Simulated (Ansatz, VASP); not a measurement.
Two plane-wave programs on Sn4CO5

Contents of INCAR:

```
SYSTEM = Sn4CO5
PREC = Accurate
ENCUT = 520
EDIFF = 1E-6
ISMEAR = 0
SIGMA = 0.1
LREAL = .FALSE.
LASPH = .TRUE.
NELM = 120
ALGO = Normal
ISIF = 2
LWAVE = .FALSE.
LCHARG = .FALSE.
LDIPOL = .TRUE.
IDIPOL = 3
DIPOL = 0.5 0.5 0.317
GGA = PE
IVDW = 12
NBANDS = 56
GGA_COMPAT = .FALSE.
NELMDL = -8
```

File KPOINTS:

```
regular mesh
0
G
  7 5 1
  0 0 0
```

The input POSCAR:

```
Sn4CO5
1.0
    3.8363720907      0.0000000000      0.0000000000
    0.0000000000      6.1139356269      0.0000000000
    0.0000000000      0.0000000000     23.5716647277
O Sn C
5 4 1
Direct
    0.0000000000      0.3937311019      0.1696952696
    0.5000000000      0.5905966528      0.2330578881
    0.0000000000      0.7891442682      0.2961091540
    0.5000000000      0.9914786557      0.3572791665
    0.7500000000      1.2414786557      0.5015201457
    0.5000000000      0.2462583270      0.2005207373
    0.0000000000      0.7380694276      0.2022324204
    0.5000000000      0.6484830792      0.3298598435
    0.0000000000      0.1189669824      0.3265941608
    0.7500000000      1.2414786557      0.5503075357
```

Input for Ansatz:

```yaml
crystal:
  lattice:
    - [3.8363720907, 0.0, 0.0]
    - [0.0, 6.1139356269, 0.0]
    - [0.0, 0.0, 23.5716647277]
  atoms:
    - { symbol: O, position: [0.0, 0.3937311019, 0.1696952696] }
    - { symbol: Sn, position: [0.5, 0.246258327, 0.2005207373] }
    - { symbol: Sn, position: [0.0, 0.7380694276, 0.2022324204] }
    - { symbol: O, position: [0.5, 0.5905966528, 0.2330578881] }
    - { symbol: O, position: [0.0, 0.7891442682, 0.296109154] }
    - { symbol: Sn, position: [0.5, 0.6484830792, 0.3298598435] }
    - { symbol: Sn, position: [0.0, 0.1189669824, 0.3265941608] }
    - { symbol: O, position: [0.5, 0.9914786557, 0.3572791665] }
    - { symbol: O, position: [0.75, 1.2414786557, 0.5015201457] }
    - { symbol: C, position: [0.75, 1.2414786557, 0.5503075357] }
basis:
  ecutwfc: 420
kpoints:
  mp_grid: { grid: [7, 5, 1] }
hamiltonian:
  xc: pbe
  pseudopotentials: { kind: paw, azcp: { folder: soft_1 } }
  dispersion: d3bj
scf:
  occupations: { method: gaussian, width: 0.1 }
output:
  forces: true
  eigenvalues: true
efield:
  axis: 3
  dipole_correction: true
  ramp_width: 0.04
```

Alike in both runs: task single point; functional PBE; dispersion D3(BJ); k mesh 7 × 5 × 1; occupations gaussian, width 0.1 eV; no spin polarisation.

```csv
,VASP,Ansatz
version,VASP 6.6.1,Ansatz 0.2.0
potentials or method,"VASP PAW PBE potentials, release 64 (O, Sn_d, C), cutoff 520 eV","scalar-relativistic, plane waves, PAW"
valence electrons in the cell,90,90
```

|  | VASP | Ansatz | Ansatz less VASP |
| --- | --- | --- | --- |
| gap on the k mesh at the Fermi level (eV) | 0.90 | 0.92 | +0.013 |
| least direct gap on the mesh (eV) | 0.95 | 0.97 | +0.015 |
| rms of the force components (eV/Å) | 0.362 | 0.510 | +0.1482 |

Noted on VASP's run: the standard files for N, O and F lose accuracy on very short bonds.
